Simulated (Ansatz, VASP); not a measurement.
# Two plane-wave programs on B

```
B
1.0
     2.29822    0.00000    0.00000
     0.00000    2.29822    0.00000
     0.00000    0.00000    1.55342
B
1
Direct
  0.50000 0.50000 0.50000
```

Alike in both runs: task single point; functional B3LYP; k mesh 6 × 6 × 8; occupations fermi-dirac, width 0.05 eV; no spin polarisation.

|  | VASP | Ansatz |
| --- | --- | --- |
| version | VASP 6.6.1 | Ansatz 0.2.0 |
| potentials or method | VASP PAW PBE potentials, release 64 (B) | Ansatz PAW |
| plane-wave cutoff (eV) | 520 | 420 |
| valence electrons in the cell | 3 | 3 |

VASP gave:

| Quantity | Value |
| --- | --- |
| gap on the k mesh at the Fermi level (eV) | none |
| pressure (GPa) | 13.0 |
| traceless stress, the component that is largest in VASP (GPa) | -2.02 |

What did Ansatz give for the same quantities?

gap on the k mesh at the Fermi level (eV): none; pressure (GPa): 13.4; traceless stress, the component that is largest in VASP (GPa): -1.27.

VASP's potentials were made for PBE, not for B3LYP. A gap of «none» marks a metal or a gap that the smearing closes.

The k mesh is coarse, so the values compare programs but aren't converged.
